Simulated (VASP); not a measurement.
Te2Mo:

```xyz
6
Lattice="3.5182 0.0000 0.0000 -1.7591 3.0469 0.0000 0.0000 0.0000 13.9736" Properties=species:S:1:pos:R:3 pbc="T T T"
Te    1.7591    1.0156    5.2960
Te    0.0000    2.0312   12.2828
Te    1.7591    1.0156    1.6908
Te    0.0000    2.0312    8.6776
Mo    1.7591    1.0156   10.4802
Mo    0.0000    2.0312    3.4934
```

Base run:

```yaml
Program: VASP 6.6.1
Functional: r2SCAN
Dispersion: D3(BJ)
Potentials_or_basis: VASP PAW PBE potentials, release 64 (Te, Mo_sv)
Cutoff: 520 eV
k_mesh: 9 × 9 × 2
Occupations: fermi-dirac, width 0.05 eV
Spin: no spin polarisation
```

Its results: band gap on the k mesh 0.89 eV, indirect (least direct gap 1.13 eV); pressure 0.7 GPa; largest force 0.045 eV/Å.

Problem. The run is repeated on the same cell with these changes: functional from r2SCAN to SVWN5; dispersion from D3(BJ) to none. What comes out?

Solution. Band gap on the k mesh 0.75 eV, indirect (least direct gap 1.03 eV); pressure -2.8 GPa; largest force 0.255 eV/Å.

Several settings changed at once, so the effect can't be laid on one alone.

Caveats: the PAW data sets were made with another functional, which shifts forces and pressure a little; spin-orbit coupling is left out, which moves the levels of the heavy elements.

A k mesh can miss the band edges.
